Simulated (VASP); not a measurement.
# Al2O3 (R-3c) in VASP: settings compared, part 2 of 2

VASP 6.6.1. Earlier steps stand in the parts before.

## 4. Single point, r2SCAN+rVV10

The input, POSCAR:

```
Al2O3
1.0
    2.3761915491      1.3718948305      4.3236184862
   -2.3761915491      1.3718948305      4.3236184862
    0.0000000000     -2.7437896611      4.3236184862
Al O
4 6
Direct
    0.1480479470      0.1480479470      0.1480479470
    0.3519520530      0.3519520530      0.3519520530
    0.6480479470      0.6480479470      0.6480479470
    0.8519520530      0.8519520530      0.8519520530
    0.9435900361      0.5564099639      0.2500000000
    0.4435900361      0.7500000000      0.0564099639
    0.5564099639      0.2500000000      0.9435900361
    0.2500000000      0.9435900361      0.5564099639
    0.7500000000      0.0564099639      0.4435900361
    0.0564099639      0.4435900361      0.7500000000
```

The input, INCAR.step1:

```
PREC     = Accurate       # precision mode
ENCUT    = 520            # plane-wave cutoff, eV
ISMEAR   = -1             # smearing method
SIGMA    = 0.03           # smearing width, eV
LREAL    = F              # projectors in reciprocal space
LASPH    = T              # aspherical terms in the spheres
NELM     = 100            # most SCF steps
NBANDS   = 35             # bands
GGA      = PE             # functional
ALGO     = Normal         # electronic algorithm
EDIFF    = 1E-4           # SCF threshold, eV
LWAVE    = T              # write WAVECAR
LCHARG   = F              # write CHGCAR
```

The input, INCAR.step2:

```
PREC     = Accurate       # precision mode
ENCUT    = 520            # plane-wave cutoff, eV
EDIFF    = 1E-6           # SCF threshold, eV
ISMEAR   = -1             # smearing method
SIGMA    = 0.03           # smearing width, eV
LREAL    = F              # projectors in reciprocal space
LASPH    = T              # aspherical terms in the spheres
NELM     = 100            # most SCF steps
ALGO     = Normal         # electronic algorithm
ISIF     = 2              # what is computed and relaxed
LWAVE    = F              # write WAVECAR
LCHARG   = F              # write CHGCAR
METAGGA  = R2SCAN         # meta-GGA
LMIXTAU  = T            
LUSE_VDW = T            
IVDW_NL  = 2            
BPARAM   = 11.95        
CPARAM   = 0.0093       
NBANDS   = 35             # bands
ISTART   = 1
```

The input, KPOINTS:

```
Automatic mesh
0
Gamma
  8 8 8
```

Potentials or basis: VASP PAW PBE potentials, release 64 (Al, O).

Started as:

```
$ cat potpaw_PBE.64/Al/POTCAR potpaw_PBE.64/O/POTCAR > POTCAR
$ cp INCAR.step1 INCAR
$ mpirun -np 1 vasp_std > vasp.out
$ cp INCAR.step2 INCAR
$ mpirun -np 1 vasp_std > vasp.out
```

OUTCAR:

```text
PREC = Accurate
   ENCUT = 520
   EDIFF = 1E-6
   ISMEAR = -1
   LREAL = F
   LASPH = T
   NELM = 100
   ISIF = 2
   METAGGA = R2SCAN
   IVDW_NL = 2
   BPARAM = 11.95
   ISTART = 1

 ion  position               nearest neighbor table
   1  0.148  0.148  0.148-   6 1.85   9 1.85  10 1.85   5 1.97   7 1.97   8 1.97   2 2.64   4 2.79
                             4 2.79   4 2.79   2 3.22   2 3.22   2 3.22
   2  0.352  0.352  0.352-   9 1.85   6 1.85  10 1.85   5 1.97   8 1.97   7 1.97   1 2.64   3 2.79
                             3 2.79   3 2.79   1 3.22   1 3.22   1 3.22
   3  0.648  0.648  0.648-   8 1.85   7 1.85   5 1.85  10 1.97   9 1.97   6 1.97   4 2.64   2 2.79
                             2 2.79   2 2.79   4 3.22   4 3.22   4 3.22
   4  0.852  0.852  0.852-   7 1.85   8 1.85   5 1.85  10 1.97   6 1.97   9 1.97   3 2.64   1 2.79
                             1 2.79   1 2.79   3 3.22   3 3.22   3 3.22
   5  0.944  0.556  0.250-   3 1.85   4 1.85   1 1.97   2 1.97
   6  0.444  0.750  0.056-   1 1.85   2 1.85   4 1.97   3 1.97
   7  0.556  0.250  0.944-   4 1.85   3 1.85   1 1.97   2 1.97
   8  0.250  0.944  0.556-   3 1.85   4 1.85   2 1.97   1 1.97
   9  0.750  0.056  0.444-   2 1.85   1 1.85   3 1.97   4 1.97
  10  0.056  0.444  0.750-   1 1.85   2 1.85   3 1.97   4 1.97

  LATTYP: Found a trigonal (rhomboedric) cell.
 ALAT       =     5.1207478475
 COS(alpha) =     0.5693483581

  Lattice vectors:

 A1 = (   2.3761915491,   1.3718948305,   4.3236184862)
 A2 = (  -2.3761915491,   1.3718948305,   4.3236184862)
 A3 = (   0.0000000000,  -2.7437896611,   4.3236184862)

Analysis of symmetry for initial positions (statically):
=====================================================================
 Subroutine PRICEL returns:
 Original cell was already a primitive cell.

 Routine SETGRP: Setting up the symmetry group for a
 trigonal (rhombohedral) supercell.

 Subroutine GETGRP returns: Found 12 space group operations
 (whereof  6 operations were pure point group operations)
 out of a pool of 12 trial point group operations.

The static configuration has the point symmetry S_6 .
[... 156 lines left out ...]
   METAGGA = R2SCAN    functional components
   LHFCALC =     F    Hartree Fock is set to
   AEXX    =    0.0000 exact exchange contribution
   IVDW_NL    =     2    kernel type
   BPARAM     =11.9500
   IVDW    =     0    specifies the selected vdW correction
   LEPSILON=     F    determine dielectric tensor
   LRPA    =     F    only Hartree local field effects (RPA)
 non-spin polarized calculation
  energy-cutoff  :      520.00
  volume of cell :       84.57
 maximum number of plane-waves:      2300
 NGX is ok and might be reduce to    40
   NGX = 19   NGY = 19   NGZ = 19

 number of electron      48.0000013 magnetization

 Free energy of the ion-electron system (eV)
  ---------------------------------------------------
  ext. energy  EPLUGINS =         0.00000000
  ---------------------------------------------------
  free energy    TOTEN  =       -95.06593108 eV

  energy without entropy =      -95.06593108  energy(sigma->0) =      -95.06593108

 E-fermi :   6.5000     XC(G=0): -12.3014

 val. band max:        5.7888852431   @ k =   0.0000   0.0000   0.0000
 cond. band min:      12.9501549464   @ k =   0.0000   0.0000   0.0000
 fundamental gap:      7.1612697033
 Fermi energy:         6.4999891369

 k-point     1 :       0.0000    0.0000    0.0000
  band No.  band energies     occupation
      1     -14.4623      2.00000
      2     -12.1444      2.00000
      3     -11.8680      2.00000
      4     -11.8680      2.00000
      5     -11.5573      2.00000
      6     -11.5573      2.00000
[... 901 lines left out ...]
     34      20.1431      0.00000
     35      20.7261      0.00000

 [... further k-points ...]
[... 5 lines left out ...]
  --------------------------------------------------------------------------------------
  -------------------------------------------------------------------------------------
  Total       -0.2157044     -0.2157044     -0.2504651     -0.0000000      0.0000000      0.0000000
  in kB       -4.0866619     -4.0866619     -4.7452269     -0.0000000      0.0000000      0.0000000
  external PRESSURE =      -4.3061836 kB  Pullay stress =       0.0000000 kB

 VOLUME and BASIS-vectors are now :
 -----------------------------------------------------------------------------
  energy-cutoff  :      520.00
  volume of cell :       84.57
      direct lattice vectors                 reciprocal lattice vectors
     2.376191549  1.371894831  4.323618486     0.210420747  0.121486475  0.077095917
    -2.376191549  1.371894831  4.323618486    -0.210420747  0.121486475  0.077095917
     0.000000000 -2.743789661  4.323618486     0.000000000 -0.242972949  0.077095917

 POSITION                                       TOTAL-FORCE (eV/Angst)
 -----------------------------------------------------------------------------------
      0.00000     -0.00000      1.92031        -0.000000     -0.000000      0.017047
      0.00000     -0.00000      4.56512        -0.000000      0.000000     -0.017047
      0.00000     -0.00000      8.40574        -0.000000     -0.000000      0.017047
      0.00000     -0.00000     11.05055        -0.000000      0.000000     -0.017047
      0.92001      1.37189      7.56633         0.012528     -0.000000     -0.000000
     -0.72809      1.48270      5.40452         0.006264      0.010850     -0.000000
      0.72809     -1.48270      7.56633        -0.006264     -0.010850     -0.000000
     -1.64810      0.11081      7.56633        -0.006264      0.010850     -0.000000
      1.64810     -0.11081      5.40452         0.006264     -0.010850     -0.000000
     -0.92001     -1.37189      5.40452        -0.012528     -0.000000     -0.000000
 -----------------------------------------------------------------------------------
    total drift:                               -0.000000      0.000000     -0.000000

  FREE ENERGIE OF THE ION-ELECTRON SYSTEM (eV)
  ---------------------------------------------------
  free  energy   TOTEN  =       -95.0659310835 eV

  energy  without entropy=      -95.0659310835  energy(sigma->0) =      -95.06593108
```

OUTCAR.step1:

```text
PREC = Accurate
   ENCUT = 520
   ISMEAR = -1
   LREAL = F
   LASPH = T
[... 1170 lines left out ...]
      0.72809     -1.48270      7.56633         0.008875      0.015371     -0.000000
     -1.64810      0.11081      7.56633         0.008875     -0.015371     -0.000000
      1.64810     -0.11081      5.40452        -0.008875      0.015371     -0.000000
     -0.92001     -1.37189      5.40452         0.017749     -0.000000     -0.000000
 -----------------------------------------------------------------------------------
    total drift:                               -0.000000      0.000000     -0.000000

  FREE ENERGIE OF THE ION-ELECTRON SYSTEM (eV)
  ---------------------------------------------------
  free  energy   TOTEN  =       -74.7295047786 eV

  energy  without entropy=      -74.7295047785  energy(sigma->0) =      -74.72950478
```

Wall time 13 min (1 thread of Intel Xeon Platinum 8488C (Sapphire Rapids), shared host); peak memory 0.58 GiB.

Results:

```yaml
Free_energy: -95.0659 eV
Pressure: -0.4 GPa
Largest_force: 0.017 eV/Å
Band_gap_on_the_k_mesh: 7.16 eV
```

Forces on the atoms (eV/Å):
```
Al   0.000  0.000  0.017
Al   0.000  0.000 -0.017
Al   0.000  0.000  0.017
Al   0.000  0.000 -0.017
O    0.013  0.000  0.000
O    0.006  0.011  0.000
O   -0.006 -0.011  0.000
O   -0.006  0.011  0.000
O    0.006 -0.011  0.000
O   -0.013  0.000  0.000
```

Caveat: the PAW data sets were made with another functional, which shifts forces and pressure a little.

## 5. The runs side by side

```tsv
task	level	cell	k mesh	cutoff (eV)	gap on the mesh (eV)	pressure (GPa)	largest force (eV/Å)
single point	r2SCAN+rVV10	a = 5.121 Å, angles 55.3°, 10 atoms, atomic positions A	6 × 6 × 6	520	7.16	-0.4	0.02
relaxation of cell and atoms	PBEsol	relaxed from a = 5.178 Å, angles 55.3°, 10 atoms, atomic positions B	6 × 6 × 6	600	6.06	0.1	0.01
single point	r2SCAN+rVV10	a = 5.121 Å, angles 55.3°, 10 atoms, atomic positions A	8 × 8 × 8	520	7.16	-0.4	0.02
```

Alike in all rows: potentials or basis VASP PAW PBE potentials, release 64 (Al, O); no spin polarisation; smearing fermi-dirac 0.03 eV.

Caveats: the PAW data sets were made with another functional, which shifts forces and pressure a little.

Absolute energies hang on the potentials; compare differences alone.
